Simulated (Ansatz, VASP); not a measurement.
**Two plane-wave programs on Mg2SO**

```xyz
4
Lattice="1.6833 0.9719 5.5458 -1.6833 0.9719 5.5458 0.0000 -1.9438 5.5458" Properties=species:S:1:pos:R:3 pbc="T T T"
Mg    0.0000    0.0000    3.9683
Mg    0.0000    0.0000   12.6692
S     0.0000    0.0000    0.0000
O     0.0000    0.0000    8.3188
```

Alike in both runs: task relaxation of cell and atoms; functional PBE; k mesh 9 × 9 × 9; no spin polarisation.

|  | VASP | Ansatz |
| --- | --- | --- |
| version | VASP 6.6.1 | Ansatz 0.2.0 |
| potentials or method | VASP PAW PBE potentials, release 64 (Mg, S, O), cutoff 600 eV | scalar-relativistic, plane waves, PAW |
| occupations | gaussian, width 0.01 eV | fixed |
| valence electrons in the cell | 16 | 32 |

```csv
,VASP,Ansatz,Ansatz less VASP
"gap on the k mesh at the Fermi level, each at its own relaxed structure (eV)",0.93,0.95,+0.021
relaxed volume (Å³/atom),13.54,13.61,+0.069
relaxed cell length with the largest relative difference (Å),5.869,5.877,+0.0084
```

VASP's potentials hold 16 valence electrons a cell and Ansatz's 32, so a difference there can come from the potentials and not from the codes.
